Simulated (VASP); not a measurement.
As, 2 atoms in the cell. Symmetry: R-3m, No. 166, trigonal system. The conventional cell has a = 3.761 Å, b = 3.761 Å, c = 9.886 Å, α = 90.00°, β = 90.00°, γ = 120.00°. Within 3.3 Å of As (site symmetry 3m) lie 6 As at 2.52 to 2.96 Å. 

```yaml
Program: VASP 6.6.1
Task: single point
Functional: PBEsol
Potentials_or_basis: VASP PAW PBE potentials, release 64 (As)
Cutoff: 520 eV
k_mesh: 9 × 9 × 9
Occupations: fermi-dirac, width 0.05 eV
Spin: no spin polarisation
Dipole_correction: no
Further_INCAR_settings: ALGO = Normal; EDIFF = 1e-06; NBANDS = 12
```

Potentials or basis: VASP PAW PBE potentials, release 64 (As).

Run with:

```console
$ cat potpaw_PBE.64/As/POTCAR > POTCAR
$ mpirun -np 1 vasp_std > vasp.out
```

Hardware: 1 thread of Intel(R) Xeon(R) Platinum 8488C (Sapphire Rapids), on a shared host.

Estimate the wall time of this run.

Wall time 20 s on 1 thread of Intel(R) Xeon(R) Platinum 8488C (Sapphire Rapids) (shared host), peak memory 0.18 GiB. Counts: scf iterations 10, k points 85.
